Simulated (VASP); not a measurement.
A run of VASP 6.6.1:

Contents of INCAR:

```
SYSTEM = GePt
ALGO = Normal
EDIFF = 1E-7
ENCUT = 520
ISIF = 2
ISMEAR = 0
LASPH = .True.
LCHARG = .True.
LELF = .True.
LREAL = .False.
LVHAR = .True.
LWAVE = .False.
NBANDS = 58
NELM = 100
PREC = Accurate
SIGMA = 0.1
```

KPOINTS

```
k-points
0
Gamma
  4 6 4
  0 0 0
```

POSCAR

```
GePt
1.0
    5.7560126200      0.0000000000      0.0000000000
    0.0000000000      3.7300318100      0.0000000000
    0.0000000000      0.0000000000      6.1115638700
Ge Pt
4 4
Direct
    0.8139321600      0.7500000000      0.5880128600
    0.1860678400      0.2500000000      0.4119871400
    0.3139321600      0.7500000000      0.9119871400
    0.6860678400      0.2500000000      0.0880128600
    0.0018518400      0.7500000000      0.1927088600
    0.9981481600      0.2500000000      0.8072911400
    0.5018518400      0.7500000000      0.3072911400
    0.4981481600      0.2500000000      0.6927088600
```

Potentials or basis: VASP PAW LDA potentials, release 64 (Ge_d, Pt).

The run is started by

```console
$ cat potpaw_LDA.64/Ge_d/POTCAR potpaw_LDA.64/Pt/POTCAR > POTCAR
$ mpirun -np 1 vasp_std > vasp.out
```

Hardware: 1 thread of AMD EPYC 7R13, on a shared host.

Problem. How long does it take, and how much memory?

Solution. Wall time 9 min on 1 thread of AMD EPYC 7R13, with other jobs on the host, peak memory 0.3 GiB. Counts: scf iterations 14, k points 36.
